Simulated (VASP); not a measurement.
# Ag (I4/mmm) in VASP: notebook, part 2 of 2

VASP 6.6.1.

### Step 3. Single point, LDA

Input file INCAR:

```
SYSTEM = Ag
ALGO     = Fast           ! electronic algorithm
EDIFF    = 1E-6           ! SCF threshold, eV
ENCUT    = 520            ! plane-wave cutoff, eV
ISIF     = 2              ! what is computed and relaxed
ISMEAR   = 0              ! smearing method
LASPH    = .TRUE.         ! aspherical terms in the spheres
LCHARG   = .FALSE.        ! write CHGCAR
LREAL    = .FALSE.        ! projectors in reciprocal space
LWAVE    = .FALSE.        ! write WAVECAR
NBANDS   = 12             ! bands
NELM     = 80             ! most SCF steps
PREC     = Accurate       ! precision mode
SIGMA    = 0.15           ! smearing width, eV
```

Input file KPOINTS:

```
k-points
0
G
  22 22 22
  0 0 0
```

Input file POSCAR:

```
Ag
1.0
   -1.5170100756      1.5170100756      1.9721130982
    1.5170100756     -1.5170100756      1.9721130982
    1.5170100756      1.5170100756     -1.9721130982
Ag
1
Direct
    0.0000000000      0.0000000000      0.0000000000
```

Potentials or basis: VASP PAW LDA potentials, release 64 (Ag).

Command:

```
$ cat potpaw_LDA.64/Ag/POTCAR > POTCAR
$ mpirun -np 1 vasp_std > vasp.out
```

It took 2.5 min on 1 thread of Intel Xeon 8259CL, shared host; peak memory 0.28 GiB.

Results (log left out):

* Free energy: -3.6880 eV
* Pressure: -11.8 GPa
* Band gap on the k mesh: zero (an odd number of electrons rules out a gap without spin polarisation)

Stress tensor (GPa, compression positive):
```
-12.34   0.00   0.00
  0.00 -12.34   0.00
  0.00   0.00 -10.75
```

Levels at points of the mesh, in eV from the Fermi level:
```csv
k point,band 4,band 5,band 6,band 7,band 8,band 9
"(0.00, 0.00, 0.00)",-4.24,-3.87,-3.40,15.98,18.73,18.73
"(0.50, 0.00, 0.00)",-3.01,-2.78,-0.25,3.26,14.76,16.14
"(0.50, 0.50, 0.00)",-2.88,-2.57,1.17,5.58,10.77,10.82
"(0.50, 0.50, 0.50)",-2.68,-2.68,2.58,7.61,9.29,9.29
```

Caveat: the cell stands under tension.

### Step 4. Single point, LDA

Input file INCAR:

```
SYSTEM = Ag
  PREC = Accurate
  ENCUT = 520
  EDIFF = 1E-6
  ISMEAR = 0
  SIGMA = 0.15
  LREAL = .False.
  LASPH = .True.
  NELM = 60
  ALGO = Fast
  ISIF = 2
  LWAVE = .False.
  LCHARG = .False.
  NBANDS = 12
```

Input file KPOINTS:

```
regular mesh
0
Gamma
  22 22 22
  0 0 0
```

Input file POSCAR:

```
Ag
1.0
   -1.7023164932      1.7023164932      1.5661311738
    1.7023164932     -1.7023164932      1.5661311738
    1.7023164932      1.7023164932     -1.5661311738
Ag
1
Direct
    0.0000000000      0.0000000000      0.0000000000
```

Potentials or basis: VASP PAW LDA potentials, release 64 (Ag).

Command:

```
$ cat potpaw_LDA.64/Ag/POTCAR > POTCAR
$ mpirun -np 1 vasp_std > vasp.out
```

OUTCAR:

```text
SYSTEM = Ag
   PREC = Accurate
   ENCUT = 520
   EDIFF = 1E-6
   ISMEAR = 0
   LREAL = .False.
   LASPH = .True.
   NELM = 60
   ISIF = 2

 ion  position               nearest neighbor table
   1  0.000  0.000  0.000-

  LATTYP: Found a body centered tetragonal cell.
 ALAT       =     3.4046329864
 C/A-ratio  =     0.9200000000

  Lattice vectors:

 A1 = (  -1.7023164932,   1.7023164932,   1.5661311738)
 A2 = (   1.7023164932,  -1.7023164932,   1.5661311738)
 A3 = (   1.7023164932,   1.7023164932,  -1.5661311738)

Analysis of symmetry for initial positions (statically):
=====================================================================
 Subroutine PRICEL returns:
 Original cell was already a primitive cell.

 Routine SETGRP: Setting up the symmetry group for a
 body centered tetragonal supercell.

 Subroutine GETGRP returns: Found 16 space group operations
 (whereof 16 operations were pure point group operations)
 out of a pool of 16 trial point group operations.

The static configuration has the point symmetry D_4h.

Analysis of symmetry for dynamics (positions and initial velocities):
[... 170 lines left out ...]
      3       2.7803      2.00000
      4       2.7803      2.00000
      5       3.6075      2.00000
      6       4.0310      2.00000
      7      24.4782      0.00000
      8      24.4782      0.00000
      9      26.0893      0.00000
     10      29.7013      0.00000
     11      29.7013      0.00000
     12      30.6001      0.00000
[... 331 lines left out ...]
 k-point    24 :      -0.4545    0.0455   -0.0000
  band No.  band energies     occupation
      1       1.3503      2.00000
      2       1.8527      2.00000
      3       3.7979      2.00000
      4       4.0752      2.00000
      5       4.5671      2.00000
      6       6.6991      2.00000
      7      12.6304      0.00000
      8      19.9101      0.00000
      9      20.6278      0.00000
     10      26.2561      0.00000
     11      27.3310      0.00000
     12      31.6044      0.00000

 [... further k-points ...]

------------------------ aborting loop because EDIFF is reached ----------------------------------------

  FORCE on cell =-STRESS in cart. coord.  units (eV):
  Direction    XX          YY          ZZ          XY          YZ          ZX
  --------------------------------------------------------------------------------------
  -------------------------------------------------------------------------------------
  Total       -1.2500937     -1.2500937     -1.3125858      0.0000000     -0.0000000      0.0000000
  in kB     -110.3276650   -110.3276650   -115.8429328      0.0000000     -0.0000000      0.0000000
  external PRESSURE =    -112.1660876 kB  Pullay stress =       0.0000000 kB

 VOLUME and BASIS-vectors are now :
 -----------------------------------------------------------------------------
  energy-cutoff  :      520.00
  volume of cell :       18.15
      direct lattice vectors                 reciprocal lattice vectors
    -1.702316493  1.702316493  1.566131174     0.000000000  0.293717415  0.319258060
     1.702316493 -1.702316493  1.566131174     0.293717415  0.000000000  0.319258060
     1.702316493  1.702316493 -1.566131174     0.293717415  0.293717415  0.000000000

 POSITION                                       TOTAL-FORCE (eV/Angst)
 -----------------------------------------------------------------------------------
      0.00000      0.00000      0.00000         0.000000     -0.000000      0.000000
 -----------------------------------------------------------------------------------
    total drift:                               -0.000000      0.000000      0.000000

  FREE ENERGIE OF THE ION-ELECTRON SYSTEM (eV)
  ---------------------------------------------------
  free  energy   TOTEN  =        -3.6651791872 eV

  energy  without entropy=       -3.6616085742  energy(sigma->0) =       -3.66339388
```

stdout:

```text
POSCAR found type information on POSCAR Ag
 POSCAR found :  1 types and       1 ions
 scaLAPACK will be used
 LDA part: xc-table for (Slater(with rela. corr.)+CA(PZ))
 , standard interpolation
 POSCAR, INCAR and KPOINTS ok, starting setup
 FFT: planning ... GRIDC
 FFT: planning ... GRID_SOFT
 FFT: planning ... GRID
 WAVECAR not read
 entering main loop
```

Wall time 2 min (1 thread of Intel Xeon 8259CL, shared host); peak memory 0.28 GiB.

What came out:

- Free energy: -3.6652 eV
- Pressure: -11.2 GPa
- Band gap on the k mesh: zero (an odd number of electrons rules out a gap without spin polarisation)

Levels at points of the mesh, in eV from the Fermi level:
```csv
k point,band 2,band 3,band 4,band 5,band 6,band 7,band 8,band 9,band 10,band 11
"(0.00, 0.00, 0.00)",-4.90,-4.52,-4.52,-3.70,-3.27,17.17,17.17,18.79,22.40,22.40
"(0.50, 0.00, 0.00)",-5.50,-3.51,-3.13,-2.54,0.22,4.07,12.66,13.21,18.87,19.70
"(0.50, 0.50, 0.00)",-5.09,-3.80,-3.45,-2.58,-0.26,3.24,14.05,15.10,20.27,21.71
"(0.50, 0.50, 0.50)",-5.96,-2.79,-2.79,-2.68,5.87,5.87,8.27,11.19,12.35,14.51
```

Caveat: the cell stands under tension.

### Step 5. Single point, LDA

Input file INCAR:

```
SYSTEM = Ag
PREC = Accurate
ENCUT = 520
EDIFF = 1E-6
ISMEAR = 0
SIGMA = 0.15
LREAL = .FALSE.
LASPH = .TRUE.
NELM = 80
ALGO = Fast
ISIF = 2
LWAVE = .FALSE.
LCHARG = .FALSE.
NBANDS = 12
```

Input file KPOINTS:

```
Automatic mesh
0
G
  22 22 22
  0 0 0
```

Input file POSCAR:

```
Ag
1.0
   -1.6038805506      1.6038805506      1.7642686057
    1.6038805506     -1.6038805506      1.7642686057
    1.6038805506      1.6038805506     -1.7642686057
Ag
1
Direct
    0.0000000000      0.0000000000      0.0000000000
```

Command:

```
$ cat potpaw_LDA.64/Ag/POTCAR > POTCAR
$ mpirun -np 1 vasp_std > vasp.out
```

Wall time 1.8 min (1 thread of Intel Xeon 8259CL, shared host); peak memory 0.28 GiB.

The run converged. Its results:

| Property | Result |
| --- | --- |
| Free energy | -3.6669 eV |
| Pressure | -11.3 GPa |
| Band gap on the k mesh | zero (an odd number of electrons rules out a gap without spin polarisation) |

Stress tensor (GPa, compression positive):
```
-11.76   0.00   0.00
  0.00 -11.76   0.00
  0.00   0.00 -10.43
```

Levels at points of the mesh, in eV from the Fermi level:
| k point | band 4 | band 5 | band 6 | band 7 | band 8 | band 9 |
| --- | --- | --- | --- | --- | --- | --- |
| (0.00, 0.00, 0.00) | -4.39 | -3.69 | -3.30 | 16.83 | 18.17 | 18.17 |
| (0.50, 0.00, 0.00) | -3.26 | -2.59 | -0.11 | 3.50 | 13.64 | 14.54 |
| (0.50, 0.50, 0.00) | -3.19 | -2.50 | 0.41 | 4.39 | 12.12 | 12.49 |
| (0.50, 0.50, 0.50) | -2.71 | -2.71 | 4.97 | 7.55 | 7.55 | 10.58 |

Caveat: the cell stands under tension.

### Step 6. Single point, LDA

This run uses another cell than the first one, of the same volume but with other edges.

Input file INCAR:

```
  PREC = Accurate
  ENCUT = 520
  EDIFF = 1E-6
  ISMEAR = 0
  SIGMA = 0.15
  LREAL = False
  LASPH = True
  NELM = 100
  ALGO = Fast
  ISIF = 2
  LWAVE = False
  LCHARG = False
  NBANDS = 12
```

Input file KPOINTS:

```
Automatic mesh
0
Gamma
  22 22 22
```

Input file POSCAR:

```
Ag
1.0
   -1.9113129271      1.9113129271      1.2423534026
    1.9113129271     -1.9113129271      1.2423534026
    1.9113129271      1.9113129271     -1.2423534026
Ag
1
Direct
    0.0000000000      0.0000000000      0.0000000000
```

Potentials or basis: VASP PAW LDA potentials, release 64 (Ag).

Command:

```
$ cat potpaw_LDA.64/Ag/POTCAR > POTCAR
$ mpirun -np 1 vasp_std > vasp.out
```

Run time: 1.8 min. Hardware: 1 thread of Intel Xeon 8259CL, shared host; peak memory 0.28 GiB.

It converged, with:

```
Free energy            : -3.4089 eV
Pressure               : -0.7 GPa
Band gap on the k mesh : zero (an odd number of electrons rules out a gap without spin polarisation)
```

Stress tensor (GPa, compression positive):
```
-13.16   0.00   0.00
  0.00 -13.16   0.00
  0.00   0.00  24.33
```

Levels at points of the mesh, in eV from the Fermi level:
```csv
k point,band 4,band 5,band 6,band 7,band 8,band 9
"(0.00, 0.00, 0.00)",-3.40,-3.40,-3.26,13.28,13.28,19.81
"(0.50, 0.00, 0.00)",-3.19,-2.35,1.62,6.49,11.85,11.91
"(0.50, 0.50, 0.00)",-3.55,-2.59,-1.27,1.23,17.22,17.54
"(0.50, 0.50, 0.50)",-2.67,-2.67,3.13,3.13,7.39,9.73
```

### Step 7. Summary

| cell | further INCAR settings | gap on the mesh (eV) | pressure (GPa) |
| --- | --- | --- | --- |
| a = 2.905 Å, angles 103.5, 103.5, 122.2°, 1 atom | ALGO = Fast; EDIFF = 1e-07; NBANDS = 12 | none | -10.0 |
| a = 2.914 Å, angles 117.3, 117.3, 94.8°, 1 atom | ALGO = Fast; EDIFF = 1e-06; NBANDS = 12 | none | -11.8 |
| a = 2.872 Å, angles 107.3, 107.3, 113.9°, 1 atom | ALGO = Fast; EDIFF = 1e-06; NBANDS = 12 | none | -11.2 |
| a = 2.874 Å, angles 112.1, 112.1, 104.2°, 1 atom | ALGO = Fast; EDIFF = 1e-06; NBANDS = 12 | none | -11.3 |
| a = 2.975 Å, angles 100.0, 100.0, 130.6°, 1 atom | ALGO = Fast; EDIFF = 1e-06; NBANDS = 12 | none | -0.7 |

Alike in all rows: task single point; level LDA; potentials or basis VASP PAW LDA potentials, release 64 (Ag); no spin polarisation; k mesh 22 × 22 × 22; cutoff (eV) 520; smearing gaussian 0.15 eV.

Caveats: the cell stands under tension (at least some runs).

Absolute energies hang on the potentials; compare differences alone.
